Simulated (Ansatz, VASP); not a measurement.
InP in VASP and in Ansatz

File INCAR:

```
SYSTEM = InP
  ALGO = Normal
  EDIFF = 1E-6
  ENCUT = 520
  GGA = PE
  GGA_COMPAT = .FALSE.
  ISIF = 2
  ISMEAR = -1
  LASPH = .TRUE.
  LCHARG = .FALSE.
  LORBIT = 11
  LORBMOM = .TRUE.
  LREAL = .FALSE.
  LSORBIT = .TRUE.
  LWAVE = .FALSE.
  MAGMOM = 0 0 0 0 0 0
  NBANDS = 30
  NELM = 150
  PREC = Accurate
  SIGMA = 0.02
```

KPOINTS

```
k-points
0
G
  6 6 6
  0 0 0
```

File POSCAR:

```
InP
1.0
    0.0000000000      2.9800000000      2.9800000000
    2.9800000000      0.0000000000      2.9800000000
    2.9800000000      2.9800000000      0.0000000000
In P
1 1
Direct
    0.0000000000      0.0000000000      0.0000000000
    0.2500000000      0.2500000000      0.2500000000
```

Input for Ansatz:

```yaml
crystal:
  lattice:
    - [0, 2.98, 2.98]
    - [2.98, 0, 2.98]
    - [2.98, 2.98, 0]
  atoms:
    - { symbol: In, position: [0, 0, 0] }
    - { symbol: P, position: [0.25, 0.25, 0.25] }
kpoints:
  mp_grid: { grid: [6, 6, 6] }
hamiltonian:
  xc: pbe
  pseudopotentials:
    kind: paw_fr
    azcp:
      In: "pseudopotentials/pbe/paw/ansatz_paw_generated_hard_1/In.paw.azcp"
      P: "pseudopotentials/pbe/paw/ansatz_paw_generated_hard_1/P.paw.azcp"
scf:
  occupations: { method: fermi_dirac, width: 0.02 }
  convergence: { dr2_threshold: "1e-10 eV" }
  max_iter: 300
output:
  forces: true
  stress: true
  eigenvalues: true
magnetization:
  noncollinear: true
  spin_orbit: true
```

Alike in both runs: task single point; functional PBE; k mesh 6 × 6 × 6; occupations fermi-dirac, width 0.02 eV; non-collinear spin, spin-orbit coupling.

```csv
,VASP,Ansatz
version,VASP 6.6.1,Ansatz 0.2.0 development build
potentials or method,"VASP PAW PBE potentials, release 64 (In_d, P)","plane waves, PAW datasets (generated hard set"
plane-wave cutoff (eV),520,700
valence electrons in the cell,18,26
```

|  | VASP | Ansatz | Ansatz less VASP |
| --- | --- | --- | --- |
| net moment per atom (μB) | 0.00 | 0.00 | 0.000 |

With one functional, cell and mesh, what is left measures potentials, basis and numerics. VASP's potentials hold 18 valence electrons a cell and Ansatz's 26, so a difference there can come from the potentials and not from the codes.
